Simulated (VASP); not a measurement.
# YbRe in VASP: notebook

YbRe is run at these levels: r2SCAN; tasks: single point.

Everything below comes from runs of VASP 6.6.1. Logs are shortened: lines on timing, memory, paths and dates and some standing lists are left out, and cuts for length are marked.

**1. The cell of the first run**

The structure is tetragonal, space group P4mm (No. 99). The conventional cell has a = 3.350 Å, b = 3.350 Å, c = 3.350 Å, α = 90.00°, β = 90.00°, γ = 90.00°. Yb (site symmetry 4mm) has 8 Re at 2.86 to 2.95 Å and 6 Yb at 3.35 Å within 3.8 Å. Re (site symmetry 4mm) has 8 Yb at 2.86 to 2.95 Å and 6 Re at 3.35 Å within 3.8 Å.

**2. Single point, r2SCAN (atom 1 (Yb) moved 0.08 Å along z)**

POSCAR

```
YbRe
1.0
    3.3498716754      0.0000000000      0.0000000000
    0.0000000000      3.3498716754      0.0000000000
    0.0000000000      0.0000000000      3.3498716754
Yb Re
1 1
Direct
    0.0000000000      0.0000000000      0.0238815118
    0.5000000000      0.5000000000      0.5000000000
```

INCAR.step1

```
PREC = Accurate ; ENCUT = 520
ISMEAR = 0 ; SIGMA = 0.05
LREAL = F ; LASPH = T
NELM = 100 ; NBANDS = 22
GGA = PE ; ALGO = Normal
EDIFF = 1E-4 ; LWAVE = T
LCHARG = F
```

INCAR.step2

```
PREC = Accurate ; ENCUT = 520
EDIFF = 1E-6 ; ISMEAR = 0
SIGMA = 0.05 ; LREAL = F
LASPH = T ; NELM = 100
ALGO = Normal ; ISIF = 2
LWAVE = F ; LCHARG = F
METAGGA = R2SCAN ; LMIXTAU = T
NBANDS = 22 ; ISTART = 1
```

KPOINTS

```
regular mesh
0
Gamma
  10 10 10
```

Potentials or basis: VASP PAW PBE potentials, release 64 (Yb, Re).

Run with:

```
$ cat potpaw_PBE.64/Yb/POTCAR potpaw_PBE.64/Re/POTCAR > POTCAR
$ cp INCAR.step1 INCAR
$ mpirun -np 1 vasp_std > vasp.out
$ cp INCAR.step2 INCAR
$ mpirun -np 1 vasp_std > vasp.out
```

OUTCAR:

```text
PREC = Accurate
   ENCUT = 520
   EDIFF = 1E-6
   ISMEAR = 0
   LREAL = F
   LASPH = T
   NELM = 100
   ISIF = 2
   METAGGA = R2SCAN
   ISTART = 1

 ion  position               nearest neighbor table
   1  0.000  0.000  0.024-   2 2.86   2 2.86   2 2.86   2 2.86   2 2.95   2 2.95   2 2.95   2 2.95

   2  0.500  0.500  0.500-   1 2.86   1 2.86   1 2.86   1 2.86   1 2.95   1 2.95   1 2.95   1 2.95

  LATTYP: Found a simple cubic cell.
 ALAT       =     3.3498716754

  Lattice vectors:

 A1 = (   3.3498716754,   0.0000000000,   0.0000000000)
 A2 = (   0.0000000000,   3.3498716754,   0.0000000000)
 A3 = (   0.0000000000,   0.0000000000,   3.3498716754)

Analysis of symmetry for initial positions (statically):
=====================================================================
 Subroutine PRICEL returns:
 Original cell was already a primitive cell.

 Routine SETGRP: Setting up the symmetry group for a
 simple cubic supercell.

 Subroutine GETGRP returns: Found  8 space group operations
 (whereof  8 operations were pure point group operations)
 out of a pool of 48 trial point group operations.

The static configuration has the point symmetry C_4v.

Analysis of symmetry for dynamics (positions and initial velocities):
=====================================================================
 Subroutine PRICEL returns:
 Original cell was already a primitive cell.

 Routine SETGRP: Setting up the symmetry group for a
 simple cubic supercell.

 Subroutine GETGRP returns: Found  8 space group operations
 (whereof  8 operations were pure point group operations)
 out of a pool of 48 trial point group operations.

The dynamic configuration has the point symmetry C_4v.

 Subroutine INISYM returns: Found  8 space group operations
 (whereof  8 operations are pure point group operations),
 and found     1 'primitive' translations

----------------------------------------------------------------------------------------

                                     Primitive cell

  volume of cell :      37.5911

  direct lattice vectors                    reciprocal lattice vectors
     3.349871675  0.000000000  0.000000000     0.298518898  0.000000000  0.000000000
     0.000000000  3.349871675  0.000000000     0.000000000  0.298518898  0.000000000
     0.000000000  0.000000000  3.349871675     0.000000000  0.000000000  0.298518898

  length of vectors
     3.349871675  3.349871675  3.349871675     0.298518898  0.298518898  0.298518898

  position of ions in fractional coordinates (direct lattice)
[... 77 lines left out ...]
   ENCUT  =  520.0 eV  38.22 Ry    6.18 a.u.   6.23  6.23  6.23*2*pi/ulx,y,z
   NELM   =    100;   NELMIN=  2; NELMDL=  0     # of ELM steps
   EDIFF  = 0.1E-05   stopping-criterion for ELM
   LREAL  =      F    real-space projection
   EDIFFG = 0.1E-04   stopping-criterion for IOM
   NSW    =      0    number of steps for IOM
   IBRION =     -1    ionic relax: 0-MD 1-quasi-New 2-CG
   NFREE  =      0    steps in history (QN), initial steepest desc. (CG)
   ISIF   =      2    stress and relaxation
   ISYM   =      2    0-nonsym 1-usesym 2-fastsym
   POTIM  = 0.5000    time-step for ionic-motion
   TEBEG  =    0.0;   TEEND  =   0.0 temperature during run
   PSTRESS=    0.0 pullay stress
   NELECT =      31.0000    total number of electrons
   NUPDOWN=      -1.0000    fix difference up-down
   EMIN   =  10.00;   EMAX   =-10.00  energy-range for DOS
   EFERMI =   0.00;   METHOD = LEGACY
   ISMEAR =     0;   SIGMA  =   0.05  broadening in eV -4-tet -1-fermi 0-gaus
   EFERMI_NEDOS =   21; number of points for ismear=-14 and -15
   IALGO  =     38    algorithm
   IMIX   =      4    mixing-type and parameters
     AMIX     =   0.40;   BMIX     =  1.00
     AMIX_MAG =   1.60;   BMIX_MAG =  1.00
  volume/ion in A,a.u.               =      18.80       126.84
  Fermi-wavevector in a.u.,A,eV,Ry     =   1.535208  2.901122 32.067076  2.356864
  Thomas-Fermi vector in A             =   2.642029
   LORBIT       =      0    0 simple, 1 ext, 2 COOP (PROOUT), +10 PAW based schemes
   METAGGA = R2SCAN    functional components
   LHFCALC =     F    Hartree Fock is set to
   AEXX    =    0.0000 exact exchange contribution
   IVDW    =     0    specifies the selected vdW correction
   LEPSILON=     F    determine dielectric tensor
   LRPA    =     F    only Hartree local field effects (RPA)
 non-spin polarized calculation
 Gauss-broadening in eV      SIGMA  =   0.05
  energy-cutoff  :      520.00
  volume of cell :       37.59
 maximum number of plane-waves:      1064
 NGX is ok and might be reduce to    28
   NGX = 13   NGY = 13   NGZ = 13

 number of electron      31.0000007 magnetization

 Free energy of the ion-electron system (eV)
  ---------------------------------------------------
  ext. energy  EPLUGINS =         0.00000000
  ---------------------------------------------------
  free energy    TOTEN  =       -86.47173301 eV

  energy without entropy =      -86.46450937  energy(sigma->0) =      -86.46812119

 E-fermi :   4.1157     XC(G=0): -13.5649

 val. band max:        4.1128232986   @ k =   0.3000   0.3000   0.0000
 cond. band min:       4.1218406856   @ k =   0.2000   0.1000   0.0000
 fundamental gap:      0.0090173870
 Fermi energy:         4.1157341602

 k-point     1 :       0.0000    0.0000    0.0000
  band No.  band energies     occupation
      1     -48.4453      2.00000
      2     -19.8285      2.00000
      3     -19.8285      2.00000
      4     -19.8261      2.00000
      5      -3.1149      2.00000
      6       0.5820      2.00000
[... 589 lines left out ...]
     21       8.9267      0.00000
     22      12.0011      0.00000

 [... further k-points ...]

------------------------ aborting loop because EDIFF is reached ----------------------------------------

  FORCE on cell =-STRESS in cart. coord.  units (eV):
  Direction    XX          YY          ZZ          XY          YZ          ZX
  --------------------------------------------------------------------------------------
  -------------------------------------------------------------------------------------
  Total        0.1037346      0.1037346     -0.0489730      0.0000000      0.0000000      0.0000000
  in kB        4.4212991      4.4212991     -2.0872919      0.0000000      0.0000000      0.0000000
  external PRESSURE =       2.2517688 kB  Pullay stress =       0.0000000 kB

 VOLUME and BASIS-vectors are now :
 -----------------------------------------------------------------------------
  energy-cutoff  :      520.00
  volume of cell :       37.59
      direct lattice vectors                 reciprocal lattice vectors
     3.349871675  0.000000000  0.000000000     0.298518898  0.000000000  0.000000000
     0.000000000  3.349871675  0.000000000     0.000000000  0.298518898  0.000000000
     0.000000000  0.000000000  3.349871675     0.000000000  0.000000000  0.298518898

 POSITION                                       TOTAL-FORCE (eV/Angst)
 -----------------------------------------------------------------------------------
      0.00000      0.00000      0.08000        -0.000000      0.000000     -0.572006
      1.67494      1.67494      1.67494         0.000000     -0.000000      0.572006
 -----------------------------------------------------------------------------------
    total drift:                               -0.000000      0.000000     -0.002574

  FREE ENERGIE OF THE ION-ELECTRON SYSTEM (eV)
  ---------------------------------------------------
  free  energy   TOTEN  =       -86.4717330086 eV

  energy  without entropy=      -86.4645093660  energy(sigma->0) =      -86.46812119
```

OUTCAR.step1:

```text
PREC = Accurate
   ENCUT = 520
   ISMEAR = 0
   LREAL = F
   LASPH = T
[... 822 lines left out ...]
 -----------------------------------------------------------------------------------
      0.00000      0.00000      0.08000        -0.000000      0.000000     -0.586266
      1.67494      1.67494      1.67494         0.000000     -0.000000      0.586266
 -----------------------------------------------------------------------------------
    total drift:                               -0.000000      0.000000     -0.022519

  FREE ENERGIE OF THE ION-ELECTRON SYSTEM (eV)
  ---------------------------------------------------
  free  energy   TOTEN  =       -14.3917806504 eV

  energy  without entropy=      -14.3851741774  energy(sigma->0) =      -14.38847741
```

OSZICAR.step1:

```text
N       E                     dE             d eps       ncg     rms          rms(c)
DAV:   1     0.166160132300E+03    0.16616E+03   -0.10951E+04  8526   0.932E+03
DAV:   2     0.102650291035E+02   -0.15590E+03   -0.14458E+03  9760   0.788E+02
DAV:   3    -0.119743606954E+02   -0.22239E+02   -0.20823E+02  9146   0.168E+02
[... 13 lines left out ...]
DAV:  17    -0.144089630662E+02    0.17354E+00   -0.21870E-01  9076   0.365E+01    0.118E+01
DAV:  18    -0.144071819699E+02    0.17811E-02   -0.61290E-02 10744   0.324E+00    0.120E+01
DAV:  19    -0.144199105293E+02   -0.12729E-01   -0.84635E-03 10972   0.424E+00    0.110E+01
DAV:  20    -0.143956130605E+02    0.24297E-01   -0.20854E-02  8258   0.969E+00    0.133E+01
DAV:  21    -0.143917094505E+02    0.39036E-02   -0.31539E-03 10384   0.247E+00    0.146E+01
DAV:  22    -0.143917806504E+02   -0.71200E-04   -0.57585E-04  6824   0.173E-01
   1 F= -.14391781E+02 E0= -.14388477E+02  d E =-.660647E-02
```

Wall time 11 min (1 thread of AMD EPYC 9R45 (Zen 5), shared host); peak memory 0.26 GiB.

Results:

```
Free energy            : -86.4717 eV
Pressure               : 0.2 GPa
Largest force          : 0.572 eV/Å
Band gap on the k mesh : zero (an odd number of electrons rules out a gap without spin polarisation)
```

Forces in eV/Å, atoms in the order of the input:
```
Yb   0.000  0.000 -0.572
Re   0.000  0.000  0.572
```

Levels at points of the mesh, in eV from the Fermi level:
```
           k point  band 13  band 14  band 15  band 16  band 17  band 18
(0.00, 0.00, 0.00)    -0.68    -0.68     0.19     0.21     0.21     5.24
(0.50, 0.00, 0.00)    -0.64    -0.30     0.25     0.30     1.17     2.05
(0.00, 0.00, 0.50)    -0.64    -0.30     0.31     0.31     1.18     1.99
(0.50, 0.50, 0.00)    -0.71    -0.65    -0.59     2.23     2.47     2.50
(0.00, 0.50, 0.50)    -0.70    -0.65    -0.60     2.23     2.35     2.48
(0.50, 0.50, 0.50)    -0.66    -0.66    -0.01     0.01     0.01     2.34
```

Caveat: the cell differs from its parent crystal (atom 1 (Yb) moved 0.08 Å along z); the PAW data sets were made with another functional, which shifts forces and pressure a little; spin-orbit coupling is left out, which moves the levels of the heavy elements.

**3. Single point, r2SCAN**

This run uses another cell than the first one, of 18.98 Å³/atom.

POSCAR

```
YbRe
1.0
    3.3498716754      0.0000000000      0.0000000000
    0.0000000000      3.3833703922      0.0000000000
    0.0000000000      0.0000000000      3.3498716754
Yb Re
1 1
Direct
    0.0000000000      0.0000000000      0.0000000000
    0.5000000000      0.5000000000      0.5000000000
```

INCAR.step1

```
PREC     = Accurate       # precision mode
ENCUT    = 520            # plane-wave cutoff, eV
ISMEAR   = 0              # smearing method
SIGMA    = 0.05           # smearing width, eV
LREAL    = False          # projectors in reciprocal space
LASPH    = True           # aspherical terms in the spheres
NELM     = 100            # most SCF steps
NBANDS   = 22             # bands
GGA      = PE             # functional
ALGO     = Normal         # electronic algorithm
EDIFF    = 1E-4           # SCF threshold, eV
LWAVE    = True           # write WAVECAR
LCHARG   = False          # write CHGCAR
```

INCAR.step2

```
PREC     = Accurate       # precision mode
ENCUT    = 520            # plane-wave cutoff, eV
EDIFF    = 1E-6           # SCF threshold, eV
ISMEAR   = 0              # smearing method
SIGMA    = 0.05           # smearing width, eV
LREAL    = False          # projectors in reciprocal space
LASPH    = True           # aspherical terms in the spheres
NELM     = 100            # most SCF steps
ALGO     = Normal         # electronic algorithm
ISIF     = 2              # what is computed and relaxed
LWAVE    = False          # write WAVECAR
LCHARG   = False          # write CHGCAR
METAGGA  = R2SCAN         # meta-GGA
LMIXTAU  = True         
NBANDS   = 22             # bands
ISTART   = 1
```

KPOINTS

```
Automatic mesh
0
Gamma
  10 10 10
```

Potentials or basis: VASP PAW PBE potentials, release 64 (Yb, Re).

Run with:

```
$ cat potpaw_PBE.64/Yb/POTCAR potpaw_PBE.64/Re/POTCAR > POTCAR
$ cp INCAR.step1 INCAR
$ mpirun -np 1 vasp_std > vasp.out
$ cp INCAR.step2 INCAR
$ mpirun -np 1 vasp_std > vasp.out
```

It took 5.4 min on 1 thread of AMD EPYC 9R45 (Zen 5), shared host; peak memory 0.25 GiB.

The run converged. Its results:

| Item | Value |
| --- | --- |
| Free energy | -86.4944 eV |
| Pressure | -0.7 GPa |
| Band gap on the k mesh | zero (an odd number of electrons rules out a gap without spin polarisation) |

Stress tensor (GPa, compression positive):
```
-0.75  0.00  0.00
 0.00 -0.58  0.00
 0.00  0.00 -0.75
```

Levels at points of the mesh, in eV from the Fermi level:
```
           k point  band 13  band 14  band 15  band 16  band 17  band 18
(0.00, 0.00, 0.00)    -0.66    -0.65     0.17     0.17     0.26     5.24
(0.50, 0.00, 0.00)    -0.62    -0.28     0.27     0.32     1.18     1.99
(0.00, 0.50, 0.00)    -0.63    -0.29     0.33     0.33     1.21     1.95
(0.50, 0.50, 0.00)    -0.69    -0.63    -0.58     2.17     2.40     2.44
(0.50, 0.00, 0.50)    -0.68    -0.64    -0.59     2.24     2.49     2.49
(0.50, 0.50, 0.50)    -0.65    -0.65    -0.02     0.02     0.02     2.29
```

Caveat: the PAW data sets were made with another functional, which shifts forces and pressure a little; spin-orbit coupling is left out, which moves the levels of the heavy elements.
